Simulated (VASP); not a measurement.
Here is a VASP 6.6.1 calculation.

File INCAR:

```
PREC = Accurate
ENCUT = 520
EDIFF = 1E-6
ISMEAR = 0
SIGMA = 0.05
LREAL = F
LASPH = T
NELM = 60
ALGO = Normal
ISIF = 2
LWAVE = F
LCHARG = T
GGA = CA
LELF = T
LVHAR = T
NBANDS = 25
```

Contents of KPOINTS:

```
regular mesh
0
Gamma
  6 6 8
```

POSCAR

```
SiO2
1.0
    4.2299000000      0.0000000000      0.0000000000
    0.0000000000      4.2299000000      0.0000000000
    0.0000000000      0.0000000000      2.9168000000
Si O
2 4
Direct
    0.5000000000      0.5000000000      0.5000000000
    0.0000000000      0.0000000000      0.0000000000
    0.6944252994      0.6944252994      0.0000000000
    0.1944252994      0.8055747006      0.5000000000
    0.3055747006      0.3055747006      0.0000000000
    0.8055747006      0.1944252994      0.5000000000
```

Potentials or basis: VASP PAW LDA potentials, release 64 (Si, O).

Run with:

```console
$ cat potpaw_LDA.64/Si/POTCAR potpaw_LDA.64/O/POTCAR > POTCAR
$ mpirun -np 1 vasp_std > vasp.out
```

Task: What does it give for the band gap on the k mesh?

Result: 3.38 eV, direct.

Task: Predict the pressure.

Result: -33.6 GPa.

Task: What does it give for the largest force?

Result: 0.003 eV/Å.

Forces on the atoms (eV/Å):
```
Si   0.000  0.000  0.000
Si   0.000  0.000  0.000
O   -0.002 -0.002  0.000
O   -0.002  0.002  0.000
O    0.002  0.002  0.000
O    0.002 -0.002  0.000
```
